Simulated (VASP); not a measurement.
Crystal: PbO.

```xyz
2
Lattice="0.0042 2.6065 2.6065 2.6065 0.0042 2.6065 2.6107 2.6107 0.0000" Properties=species:S:1:pos:R:3 pbc="T T T"
Pb    0.0000    0.0000    0.0000
O     2.6107    2.6107    2.6065
```

This cell differs from its parent crystal: shear xy strain +0.3%.

Base run:

* Program: VASP 6.6.1
* Functional: r2SCAN
* Potentials or basis: VASP PAW PBE potentials, release 64 (Pb_d, O)
* Cutoff: 520 eV
* k mesh: 8 × 8 × 8
* Occupations: gaussian, width 0.01 eV
* Spin: no spin polarisation

Its results: band gap on the k mesh 0.31 eV, indirect (the least direct gap lies 3.3 meV higher); pressure 0.1 GPa.

Task: The run is repeated on the same cell with these changes: functional from r2SCAN to PBE; occupations from gaussian, width 0.01 eV to fermi-dirac, width 0.02 eV. What comes out?

Result: Band gap on the k mesh 0.55 eV, indirect (the least direct gap lies 3.0 meV higher); pressure 2.6 GPa.

Caveats: spin-orbit coupling is left out, which moves the levels of the heavy elements; the PAW data sets were made with another functional, which shifts forces and pressure a little (some runs).

A k mesh can miss the band edges.
